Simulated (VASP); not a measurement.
# Hf in VASP: further runs

Hf is run at these levels: LDA; tasks: electric field gradients.

Everything below comes from runs of VASP 6.6.1. Logs are shortened: lines on timing, memory, paths and dates and some standing lists are left out, and cuts for length are marked.

**1. The cell of the first run**

It takes space group Fm-3m (No. 225, cubic). The conventional cell has a = 4.527 Å, b = 4.527 Å, c = 4.527 Å, α = 90.00°, β = 90.00°, γ = 90.00°. Hf (site symmetry m-3m) has 12 Hf at 3.20 Å within 4.2 Å.

**2. Electric field gradients, LDA (volume scaled by 1.06)**

Contents of INCAR:

```
SYSTEM = Hf
  PREC = Accurate
  ENCUT = 520
  EDIFF = 1E-8
  ISMEAR = -1
  SIGMA = 0.03
  LREAL = .FALSE.
  LASPH = .TRUE.
  NELM = 80
  ALGO = Normal
  ISIF = 2
  LWAVE = .FALSE.
  LCHARG = .FALSE.
  LEFG = .TRUE.
  NBANDS = 11
```

Contents of KPOINTS:

```
Automatic mesh
0
G
  13 13 13
  0 0 0
```

Contents of POSCAR:

```
Hf
1.0
    0.0000000000      2.2635404658      2.2635404658
    2.2635404658      0.0000000000      2.2635404658
    2.2635404658      2.2635404658      0.0000000000
Hf
1
Direct
    0.0000000000      0.0000000000      0.0000000000
```

Potentials or basis: VASP PAW LDA potentials, release 64 (Hf_pv).

On the command line:

```sh
> cat potpaw_LDA.64/Hf_pv/POTCAR > POTCAR
> mpirun -np 1 vasp_std > vasp.out
```

OUTCAR:

```text
SYSTEM = Hf
   PREC = Accurate
   ENCUT = 520
   EDIFF = 1E-8
   ISMEAR = -1
   LREAL = .FALSE.
   LASPH = .TRUE.
   NELM = 80
   ISIF = 2

 ion  position               nearest neighbor table
   1  0.000  0.000  0.000-

  LATTYP: Found a face centered cubic cell.
 ALAT       =     4.5270809316

  Lattice vectors:

 A1 = (   0.0000000000,   2.2635404658,   2.2635404658)
 A2 = (   2.2635404658,   0.0000000000,   2.2635404658)
 A3 = (   2.2635404658,   2.2635404658,   0.0000000000)

Analysis of symmetry for initial positions (statically):
=====================================================================
 Subroutine PRICEL returns:
 Original cell was already a primitive cell.

 Routine SETGRP: Setting up the symmetry group for a
 face centered cubic supercell.

 Subroutine GETGRP returns: Found 48 space group operations
 (whereof 48 operations were pure point group operations)
 out of a pool of 48 trial point group operations.

The static configuration has the point symmetry O_h .

Analysis of symmetry for dynamics (positions and initial velocities):
=====================================================================
 Subroutine PRICEL returns:
 Original cell was already a primitive cell.

 Routine SETGRP: Setting up the symmetry group for a
 face centered cubic supercell.

 Subroutine GETGRP returns: Found 48 space group operations
 (whereof 48 operations were pure point group operations)
 out of a pool of 48 trial point group operations.

The dynamic configuration has the point symmetry O_h .

 Subroutine INISYM returns: Found 48 space group operations
 (whereof 48 operations are pure point group operations),
 and found     1 'primitive' translations

----------------------------------------------------------------------------------------

                                     Primitive cell

  volume of cell :      23.1950

  direct lattice vectors                    reciprocal lattice vectors
     0.000000000  2.263540466  2.263540466    -0.220892892  0.220892892  0.220892892
     2.263540466  0.000000000  2.263540466     0.220892892 -0.220892892  0.220892892
     2.263540466  2.263540466  0.000000000     0.220892892  0.220892892 -0.220892892

  length of vectors
     3.201129626  3.201129626  3.201129626     0.382597712  0.382597712  0.382597712

  position of ions in fractional coordinates (direct lattice)
     0.000000000  0.000000000  0.000000000

  ion indices of the primitive-cell ions
   primitive index   ion index
                 1           1

----------------------------------------------------------------------------------------

 KPOINTS: Automatic mesh

Automatic generation of k-mesh.
 Grid dimensions read from file:
 generate k-points for:   13   13   13

 Generating k-lattice:

  Cartesian coordinates                     Fractional coordinates (reciprocal lattice)
    -0.016991761  0.016991761  0.016991761     0.076923077  0.000000000  0.000000000
     0.016991761 -0.016991761  0.016991761     0.000000000  0.076923077  0.000000000
     0.016991761  0.016991761 -0.016991761     0.000000000  0.000000000  0.076923077

  Length of vectors
     0.029430593  0.029430593  0.029430593

  Shift w.r.t. Gamma in fractional coordinates (k-lattice)
     0.000000000  0.000000000  0.000000000

 Subroutine IBZKPT returns following result:
 ===========================================

 Found     84 irreducible k-points:

 Following reciprocal coordinates:
            Coordinates               Weight
  0.000000  0.000000  0.000000      1.000000
  0.076923  0.000000  0.000000      8.000000
  0.153846  0.000000  0.000000      8.000000
  0.230769  0.000000  0.000000      8.000000
  0.307692  0.000000  0.000000      8.000000
  0.384615  0.000000  0.000000      8.000000
[... 16 lines left out ...]
  0.384615  0.153846  0.000000     24.000000
  0.461538  0.153846  0.000000     24.000000
 [... further k-points ...]
   k-points           NKPTS =     84   k-points in BZ     NKDIM =     84   number of bands    NBANDS=     11
   number of dos      NEDOS =    301   number of ions     NIONS =      1
   total plane-waves  NPLWV =  13824
   dimension x,y,z NGX =    24 NGY =   24 NGZ =   24
   dimension x,y,z NGXF=    48 NGYF=   48 NGZF=   48
   ions per type =               1
   NGX,Y,Z   is equivalent  to a cutoff of  12.46, 12.46, 12.46 a.u.
   NGXF,Y,Z  is equivalent  to a cutoff of  24.93, 24.93, 24.93 a.u.
 SYSTEM =  Hf
   PREC   = accura    normal or accurate (medium, high low for compatibility)
   ISTART =      0    job   : 0-new  1-cont  2-samecut
   ICHARG =      2    charge: 1-file 2-atom 10-const
   ISPIN  =      1    spin polarized calculation?
   LNONCOLLINEAR =      F non collinear calculations
   LSORBIT =      F    spin-orbit coupling
   LASPH  =      T    aspherical Exc in radial PAW
   ENCUT  =  520.0 eV  38.22 Ry    6.18 a.u.   5.95  5.95  5.95*2*pi/ulx,y,z
   NELM   =     80;   NELMIN=  2; NELMDL= -5     # of ELM steps
   EDIFF  = 0.1E-07   stopping-criterion for ELM
   LREAL  =      F    real-space projection
   EDIFFG = 0.1E-06   stopping-criterion for IOM
   NSW    =      0    number of steps for IOM
   IBRION =     -1    ionic relax: 0-MD 1-quasi-New 2-CG
   NFREE  =      0    steps in history (QN), initial steepest desc. (CG)
   ISIF   =      2    stress and relaxation
   ISYM   =      2    0-nonsym 1-usesym 2-fastsym
   POTIM  = 0.5000    time-step for ionic-motion
   TEBEG  =    0.0;   TEEND  =   0.0 temperature during run
   PSTRESS=    0.0 pullay stress
   NELECT =      10.0000    total number of electrons
   NUPDOWN=      -1.0000    fix difference up-down
   EMIN   =  10.00;   EMAX   =-10.00  energy-range for DOS
   EFERMI =   0.00;   METHOD = LEGACY
   ISMEAR =    -1;   SIGMA  =   0.03  broadening in eV -4-tet -1-fermi 0-gaus
   EFERMI_NEDOS =   21; number of points for ismear=-14 and -15
   IALGO  =     38    algorithm
   IMIX   =      4    mixing-type and parameters
     AMIX     =   0.40;   BMIX     =  1.00
     AMIX_MAG =   1.60;   BMIX_MAG =  1.00
  volume/ion in A,a.u.               =      23.20       156.53
  Fermi-wavevector in a.u.,A,eV,Ry     =   1.236735  2.337090 20.810286  1.529513
  Thomas-Fermi vector in A             =   2.371331
   LORBIT       =      0    0 simple, 1 ext, 2 COOP (PROOUT), +10 PAW based schemes
   GGA     = CA    functional components
   LHFCALC =     F    Hartree Fock is set to
   AEXX    =    0.0000 exact exchange contribution
   IVDW    =     0    specifies the selected vdW correction
   LEPSILON=     F    determine dielectric tensor
   LRPA    =     F    only Hartree local field effects (RPA)
 non-spin polarized calculation
  energy-cutoff  :      520.00
  volume of cell :       23.20
 maximum number of plane-waves:       632
   NGX = 11   NGY = 11   NGZ = 11

 number of electron      10.0000000 magnetization

 Free energy of the ion-electron system (eV)
  ---------------------------------------------------
  ext. energy  EPLUGINS =         0.00000000
  ---------------------------------------------------
  free energy    TOTEN  =       -10.54487570 eV

  energy without entropy =      -10.53990086  energy(sigma->0) =      -10.54238828

 E-fermi :   4.3477     XC(G=0): -11.3095

 val. band max:        4.3389541045   @ k =  -0.3077   0.3077   0.0000
 cond. band min:       4.3556742443   @ k =   0.3077   0.0000   0.0000
 fundamental gap:      0.0167201398
 Fermi energy:         4.3477006256

 k-point     1 :       0.0000    0.0000    0.0000
  band No.  band energies     occupation
      1     -25.6316      2.00000
      2     -25.6316      2.00000
      3     -25.6316      2.00000
      4      -2.6611      2.00000
      5       5.6713      0.00000
      6       5.6713      0.00000
      7       5.6713      0.00000
      8       8.2890      0.00000
      9       8.2890      0.00000
     10      15.6711      0.00000
     11      16.3420      0.00000

 k-point     2 :       0.0769    0.0000    0.0000
  band No.  band energies     occupation
      1     -25.6761      2.00000
      2     -25.6373      2.00000
      3     -25.6373      2.00000
      4      -2.4621      2.00000
      5       5.4787      0.00000
      6       5.7654      0.00000
      7       5.7654      0.00000
      8       8.1918      0.00000
      9       8.1918      0.00000
     10      16.1046      0.00000
     11      16.3416      0.00000
[... 295 lines left out ...]
 k-point    24 :       0.4615    0.1538    0.0000
  band No.  band energies     occupation
      1     -26.2727      2.00000
      2     -25.8115      2.00000
      3     -25.7685      2.00000
      4       1.2910      2.00000
      5       3.9411      2.00000
      6       4.9839      0.00000
      7       6.2219      0.00000
      8      10.0704      0.00000
      9      10.4008      0.00000
     10      13.4330      0.00000
     11      16.3482      0.00000

 [... further k-points ...]
[... 5 lines left out ...]
  --------------------------------------------------------------------------------------
  -------------------------------------------------------------------------------------
  Total       -1.5485418     -1.5485418     -1.5485418      0.0000000      0.0000000     -0.0000000
  in kB     -106.9642699   -106.9642699   -106.9642699      0.0000000      0.0000000     -0.0000000
  external PRESSURE =    -106.9642699 kB  Pullay stress =       0.0000000 kB

 VOLUME and BASIS-vectors are now :
 -----------------------------------------------------------------------------
  energy-cutoff  :      520.00
  volume of cell :       23.20
      direct lattice vectors                 reciprocal lattice vectors
     0.000000000  2.263540466  2.263540466    -0.220892892  0.220892892  0.220892892
     2.263540466  0.000000000  2.263540466     0.220892892 -0.220892892  0.220892892
     2.263540466  2.263540466  0.000000000     0.220892892  0.220892892 -0.220892892

 POSITION                                       TOTAL-FORCE (eV/Angst)
 -----------------------------------------------------------------------------------
      0.00000      0.00000      0.00000         0.000000      0.000000      0.000000
 -----------------------------------------------------------------------------------
    total drift:                               -0.000000      0.000000     -0.000000

  FREE ENERGIE OF THE ION-ELECTRON SYSTEM (eV)
  ---------------------------------------------------
  free  energy   TOTEN  =       -10.5448756988 eV

  energy  without entropy=      -10.5399008600  energy(sigma->0) =      -10.54238828

 Electric field gradients (V/A^2)
---------------------------------------------------------------------
 ion       V_xx      V_yy      V_zz      V_xy      V_xz      V_yz
---------------------------------------------------------------------
   1      -0.000     0.000     0.000    -0.000    -0.000    -0.000
---------------------------------------------------------------------

 Electric field gradients after diagonalization (V/A^2)
 (convention: |V_zz| > |V_xx| > |V_yy|)
----------------------------------------------------------------------
 ion       V_xx      V_yy      V_zz     asymmetry (V_yy - V_xx)/ V_zz
----------------------------------------------------------------------
   1       0.000     0.000    -0.001       0.000
----------------------------------------------------------------------

           NMR quadrupolar parameters

 Cq : quadrupolar parameter    Cq=e*Q*V_zz/h
 eta: asymmetry parameters     (V_yy - V_xx)/ V_zz
 Q  : nuclear electric quadrupole moment in mb (millibarn)
----------------------------------------------------------------------
 ion       Cq(MHz)       eta       Q (mb)
----------------------------------------------------------------------
   1      -0.000       0.000       1.000
----------------------------------------------------------------------
```

Run time: 16 s. Hardware: 1 thread of Intel Xeon 8259CL, shared host; peak memory 0.14 GiB.

What came out:

```
Free energy            : -10.5449 eV
Pressure               : -10.7 GPa
Band gap on the k mesh : zero (band 5 reaches 5.67 eV, above the bottom of band 6 at 3.84 eV)
```

Caveat: without QUAD_EFG the Cq values of the log hold for a quadrupole moment of 1 mb, not for the nuclei; spin-orbit coupling is left out, which moves the levels of the heavy elements.

**3. Electric field gradients, LDA (equal xx and yy strain of -3 %)**

Contents of INCAR:

```
PREC = Accurate ; ENCUT = 520
EDIFF = 1E-8 ; ISMEAR = -1
SIGMA = 0.03 ; LREAL = False
LASPH = True ; NELM = 80
ALGO = Normal ; ISIF = 2
LWAVE = False ; LCHARG = False
LEFG = True ; NBANDS = 11
```

Contents of KPOINTS:

```
Automatic mesh
0
Gamma
  13 13 13
```

Contents of POSCAR:

```
Hf
1.0
    0.0000000000      2.1534000000      2.2200000000
    2.1534000000      0.0000000000      2.2200000000
    2.1534000000      2.1534000000      0.0000000000
Hf
1
Direct
    0.0000000000      0.0000000000      0.0000000000
```

Potentials or basis: VASP PAW LDA potentials, release 64 (Hf_pv).

On the command line:

```sh
> cat potpaw_LDA.64/Hf_pv/POTCAR > POTCAR
> mpirun -np 1 vasp_std > vasp.out
```

OUTCAR:

```text
PREC = Accurate
   ENCUT = 520
   EDIFF = 1E-8
   ISMEAR = -1
   LREAL = False
   LASPH = True
   NELM = 80
   ISIF = 2

 ion  position               nearest neighbor table
   1  0.000  0.000  0.000-

  LATTYP: Found a body centered tetragonal cell.
 ALAT       =     3.0453674852
 C/A-ratio  =     1.4579521262

  Lattice vectors:

 A1 = (  -2.1534000000,   0.0000000000,   2.2200000000)
 A2 = (   2.1534000000,   0.0000000000,   2.2200000000)
 A3 = (   0.0000000000,   2.1534000000,  -2.2200000000)

Analysis of symmetry for initial positions (statically):
=====================================================================
 Subroutine PRICEL returns:
 Original cell was already a primitive cell.

 Routine SETGRP: Setting up the symmetry group for a
 body centered tetragonal supercell.

 Subroutine GETGRP returns: Found 16 space group operations
 (whereof 16 operations were pure point group operations)
 out of a pool of 16 trial point group operations.

The static configuration has the point symmetry D_4h.

Analysis of symmetry for dynamics (positions and initial velocities):
=====================================================================
 Subroutine PRICEL returns:
 Original cell was already a primitive cell.

 Routine SETGRP: Setting up the symmetry group for a
 body centered tetragonal supercell.

 Subroutine GETGRP returns: Found 16 space group operations
 (whereof 16 operations were pure point group operations)
 out of a pool of 16 trial point group operations.

The dynamic configuration has the point symmetry D_4h.

 Subroutine INISYM returns: Found 16 space group operations
[... 148 lines left out ...]

 k-point     1 :       0.0000    0.0000    0.0000
  band No.  band energies     occupation
      1     -24.3515      2.00000
      2     -24.3485      2.00000
      3     -24.3485      2.00000
      4      -2.2011      2.00000
      5       6.3190      0.00000
      6       6.7061      0.00000
      7       6.7061      0.00000
      8       9.3309      0.00000
      9       9.9144      0.00000
     10      16.9258      0.00000
     11      17.6033      0.00000
[... 309 lines left out ...]
 k-point    24 :       0.4615    0.1538    0.0000
  band No.  band energies     occupation
      1     -25.2944      2.00000
      2     -24.6339      2.00000
      3     -24.5242      2.00000
      4       1.9116      2.00000
      5       4.7889      2.00000
      6       5.7276      0.00000
      7       7.4064      0.00000
      8      11.7678      0.00000
      9      12.0309      0.00000
     10      15.6468      0.00000
     11      17.6149      0.00000

 [... further k-points ...]
[... 5 lines left out ...]
  --------------------------------------------------------------------------------------
  -------------------------------------------------------------------------------------
  Total        0.1913057      0.1913057      0.0415724      0.0000000     -0.0000000     -0.0000000
  in kB       14.8869629     14.8869629      3.2350643      0.0000000     -0.0000000     -0.0000000
  external PRESSURE =      11.0029967 kB  Pullay stress =       0.0000000 kB

 VOLUME and BASIS-vectors are now :
 -----------------------------------------------------------------------------
  energy-cutoff  :      520.00
  volume of cell :       20.59
      direct lattice vectors                 reciprocal lattice vectors
     0.000000000  2.153400000  2.220000000    -0.232190954  0.232190954  0.225225225
     2.153400000  0.000000000  2.220000000     0.232190954 -0.232190954  0.225225225
     2.153400000  2.153400000  0.000000000     0.232190954  0.232190954 -0.225225225

 POSITION                                       TOTAL-FORCE (eV/Angst)
 -----------------------------------------------------------------------------------
      0.00000      0.00000      0.00000         0.000000      0.000000      0.000000
 -----------------------------------------------------------------------------------
    total drift:                               -0.000000      0.000000      0.000000

  FREE ENERGIE OF THE ION-ELECTRON SYSTEM (eV)
  ---------------------------------------------------
  free  energy   TOTEN  =       -10.6291395583 eV

  energy  without entropy=      -10.6246599373  energy(sigma->0) =      -10.62689975

 Electric field gradients (V/A^2)
---------------------------------------------------------------------
 ion       V_xx      V_yy      V_zz      V_xy      V_xz      V_yz
---------------------------------------------------------------------
   1      12.419    12.419   -24.839     0.000    -0.000    -0.000
---------------------------------------------------------------------

 Electric field gradients after diagonalization (V/A^2)
 (convention: |V_zz| > |V_xx| > |V_yy|)
----------------------------------------------------------------------
 ion       V_xx      V_yy      V_zz     asymmetry (V_yy - V_xx)/ V_zz
----------------------------------------------------------------------
   1      12.420    12.419   -24.839       0.000
----------------------------------------------------------------------

           NMR quadrupolar parameters

 Cq : quadrupolar parameter    Cq=e*Q*V_zz/h
 eta: asymmetry parameters     (V_yy - V_xx)/ V_zz
 Q  : nuclear electric quadrupole moment in mb (millibarn)
----------------------------------------------------------------------
 ion       Cq(MHz)       eta       Q (mb)
----------------------------------------------------------------------
   1      -0.060       0.000       1.000
----------------------------------------------------------------------
```

OSZICAR:

```text
N       E                     dE             d eps       ncg     rms          rms(c)
DAV:   1     0.127655268907E+02    0.12766E+02   -0.57555E+03  4376   0.853E+02
DAV:   2    -0.105509092344E+02   -0.23316E+02   -0.22489E+02  5472   0.157E+02
DAV:   3    -0.109528125406E+02   -0.40190E+00   -0.40016E+00  5411   0.143E+01
DAV:   4    -0.109541147742E+02   -0.13022E-02   -0.13021E-02  5031   0.974E-01
DAV:   5    -0.109541202389E+02   -0.54648E-05   -0.54650E-05  5350   0.570E-02    0.478E+01
DAV:   6    -0.107165413211E+02    0.23758E+00   -0.19335E-01  4936   0.313E+00    0.285E+01
DAV:   7    -0.106332200050E+02    0.83321E-01   -0.29785E-01  4885   0.372E+00    0.134E+00
DAV:   8    -0.106291206262E+02    0.40994E-02   -0.20185E-02  4863   0.101E+00    0.238E-01
DAV:   9    -0.106291404968E+02   -0.19871E-04   -0.25163E-04  5061   0.135E-01    0.446E-02
DAV:  10    -0.106291400669E+02    0.42986E-06   -0.14768E-05  4959   0.279E-02    0.467E-02
DAV:  11    -0.106291395569E+02    0.51003E-06   -0.13604E-06  5098   0.896E-03    0.193E-03
DAV:  12    -0.106291395583E+02   -0.14298E-08   -0.19687E-08  4823   0.128E-03
   1 F= -.10629140E+02 E0= -.10626900E+02  d E =-.447962E-02
```

Run time: 20 s. Hardware: 1 thread of Intel Xeon Platinum 8259CL at 2.50GHz (Skylake/Cascade Lake), shared host; peak memory 0.16 GiB.

What came out:

```
Free energy            : -10.6291 eV
Pressure               : 1.1 GPa
Band gap on the k mesh : zero (band 5 reaches 6.33 eV, above the bottom of band 6 at 4.50 eV)
```

Stress tensor (GPa, compression positive):
```
1.49 0.00 0.00
0.00 1.49 0.00
0.00 0.00 0.32
```

Levels at points of the mesh, in eV from the Fermi level:
```csv
k point,band 1,band 2,band 3,band 4,band 5,band 6,band 7,band 8,band 9,band 10
"(0.00, 0.00, 0.00)",-29.58,-29.58,-29.58,-7.43,1.09,1.48,1.48,4.10,4.68,11.70
```

Electric field gradients, principal values (V/Å²):
```tsv
atom	least	middle	greatest (by size)
1 Hf	12.419	12.420	-24.839
```

Caveat: the cell differs from its parent crystal (equal xx and yy strain of -3 %); without QUAD_EFG the Cq values of the log hold for a quadrupole moment of 1 mb, not for the nuclei; spin-orbit coupling is left out, which moves the levels of the heavy elements.
